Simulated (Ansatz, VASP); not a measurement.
## MgI2: VASP beside Ansatz

INCAR

```
  ALGO = Normal
  EDIFF = 1E-6
  ENCUT = 520
  GGA = PE
  ISIF = 2
  ISMEAR = 0
  LASPH = T
  LCHARG = F
  LREAL = F
  LWAVE = F
  NBANDS = 15
  NELM = 100
  PREC = Accurate
  SIGMA = 0.01
```

The input KPOINTS:

```
k-points
0
Gamma
  8 8 8
```

File POSCAR:

```
MgI2
1.0
    2.0786779602      1.2001252800      6.8923460240
   -2.0786779602      1.2001252800      6.8923460240
    0.0000000000     -2.4002505596      6.8923460241
Mg I
1 2
Direct
    0.0000000000      0.0000000000      0.0000000000
    0.2526882645      0.2526882645      0.2526882645
    0.7473117355      0.7473117355      0.7473117355
```

Input for Ansatz:

```yaml
crystal:
  lattice:
    - [2.0786779602, 1.20012528, 6.892346024]
    - [-2.0786779602, 1.20012528, 6.892346024]
    - [0.0, -2.4002505596, 6.8923460241]
  atoms:
    - { symbol: Mg, position: [0.0, 0.0, 0.0] }
    - { symbol: I, position: [0.2526882645, 0.2526882645, 0.2526882645] }
    - { symbol: I, position: [0.7473117355, 0.7473117355, 0.7473117355] }
kpoints:
  mp_grid: { grid: [8, 8, 8] }
  band_path:
    path:
      - [0.0, 0.0, 0.0]
      - [0.5, 0.5, 0.5]
      - [0.8131204735, 0.1868795265, 0.5]
      - [0.5, -0.1868795265, 0.1868795265]
      - [0.5, 0.0, 0.0]
      - [0.3434397632, -0.3434397632, 0.0]
      - [0.6565602368, 0.0, 0.3434397632]
      - [0.5, 0.0, 0.5]
      - [0.0, 0.5, 0.5]
    npoints: 1
hamiltonian:
  xc: pbe
scf:
  occupations: { method: fixed }
  n_extra_bands: 4
output:
  forces: true
  stress: true
  eigenvalues: true
```

Alike in both runs: task single point; functional PBE; k mesh 8 × 8 × 8; no spin polarisation.

|  | VASP | Ansatz |
| --- | --- | --- |
| version | VASP 6.6.1 | Ansatz 0.2.0 |
| potentials or method | VASP PAW PBE potentials, release 64 (Mg, I) | plane waves, PAW |
| plane-wave cutoff (eV) | 520 | 420 |
| occupations | gaussian, width 0.01 eV | fixed |
| valence electrons in the cell | 16 | 44 |

|  | VASP | Ansatz | Ansatz less VASP |
| --- | --- | --- | --- |
| gap on the k mesh at the Fermi level (eV) | 3.25 | 3.27 | +0.018 |
| pressure (GPa) | 1.1 | 1.1 | +0.06 |
| traceless stress, the component that is largest in VASP (GPa) | 0.16 | 0.15 | -0.006 |
| rms of the force components (eV/Å) | 0.000 | 0.005 | +0.0047 |

Atom by atom the forces differ by 0.005 eV/Å (rms over components). VASP's potentials hold 16 valence electrons a cell and Ansatz's 44, so a difference there can come from the potentials and not from the codes.

Spin-orbit coupling is off throughout.
